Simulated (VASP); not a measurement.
A run of VASP 6.6.1:

The input INCAR:

```
  PREC = Accurate
  ENCUT = 520
  EDIFF = 1E-7
  ISMEAR = 0
  SIGMA = 0.15
  LREAL = False
  LASPH = True
  NELM = 60
  ALGO = Fast
  ISIF = 2
  LWAVE = False
  LCHARG = True
  GGA = PE
  LELF = True
  LVHAR = True
  NBANDS = 12
```

The input KPOINTS:

```
regular mesh
0
Gamma
  20 20 20
```

POSCAR

```
Ag
1.0
    0.0000000000      2.0431000000      1.8796520000
    2.0431000000      0.0000000000      1.8796520000
    2.0431000000      2.0431000000      0.0000000000
Ag
1
Direct
    0.0000000000      0.0000000000      0.0000000000
```

Potentials or basis: VASP PAW PBE potentials, release 64 (Ag).

Run with:

```bash
$ cat potpaw_PBE.64/Ag/POTCAR > POTCAR
$ mpirun -np 1 vasp_std > vasp.out
```

Hardware: 1 thread of Intel(R) Xeon(R) 6975P-C (Granite Rapids), on a shared host.

Problem. How long does it take, and how much memory?

Solution. Wall time 44 s on 1 thread of Intel(R) Xeon(R) 6975P-C (Granite Rapids), with other jobs on the host, peak memory 0.23 GiB. Counts: scf iterations 12, k points 641.
